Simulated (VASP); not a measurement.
Input of a VASP 6.6.1 run:

Contents of INCAR:

```
PREC = Accurate ; ENCUT = 520
EDIFF = 1E-7 ; ISMEAR = 0
SIGMA = 0.05 ; LREAL = False
LASPH = True ; NELM = 80
ALGO = Normal ; ISIF = 2
LWAVE = False ; LCHARG = True
GGA = PS ; LELF = True
LVHAR = True ; NBANDS = 18
```

Contents of KPOINTS:

```
Automatic mesh
0
Gamma
  12 12 8
```

File POSCAR:

```
PtS2
1.0
    3.7203594496      0.0000000000      0.0000000000
   -1.8601797248      3.2219257945      0.0000000000
    0.0000000000      0.0000000000      5.1647700000
Pt S
1 2
Direct
    0.0000000000      0.0000000000      0.0000000000
    0.3333333333      0.6666666667      0.2500000000
    0.6666666667      0.3333333333      0.7500000000
```

Potentials or basis: VASP PAW PBE potentials, release 64 (Pt, S).

Launch:

```console
$ cat potpaw_PBE.64/Pt/POTCAR potpaw_PBE.64/S/POTCAR > POTCAR
$ mpirun -np 1 vasp_std > vasp.out
```

Predict the band gap on the k mesh.

0.29 eV, indirect (least direct gap 0.59 eV).

What does it give for the pressure?

-15.7 GPa.

Forces on the atoms (eV/Å):
```
Pt   0.000  0.000  0.000
S    0.000  0.000 -1.656
S    0.000  0.000  1.656
```

Caveat: the cell differs from its parent crystal (strain +0.050 along x and y, +0.025 along z); the PAW data sets were made with another functional, which shifts forces and pressure a little; spin-orbit coupling is left out, which moves the levels of the heavy elements. A k mesh can miss the band edges.
